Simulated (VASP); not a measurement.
The system is Rh.

```
Rh
1.0
     0.00000    1.87704    1.87704
     1.87704    0.00000    1.87704
     1.87704    1.87704    0.00000
Rh
1
Direct
  0.00000 0.00000 0.00000
```

Base run:

| Item | Value |
| --- | --- |
| Program | VASP 6.6.1 |
| Functional | LDA |
| Potentials or basis | VASP PAW LDA potentials, release 64 (Rh_pv) |
| Cutoff | 520 eV |
| k mesh | 22 × 22 × 22 |
| Occupations | gaussian, width 0.15 eV |
| Spin | collinear spin, ferromagnetic start |
| Starting moments | [0.375] μB |
| Fixed moment | 0.375 μB |

Its results: pressure 2.1 GPa; site moments Rh +0.37 μB.

Problem. The run is repeated on the same cell with these changes: fixed moment from 0.375 μB to 0.875 μB; moments at the start from [0.38] to [0.88]. What comes out?

Solution. Pressure 7.3 GPa; site moments Rh +0.85 μB.

Caveats: the total moment is fixed, so each spin has its own Fermi level; the cell stands under pressure (at least some runs).
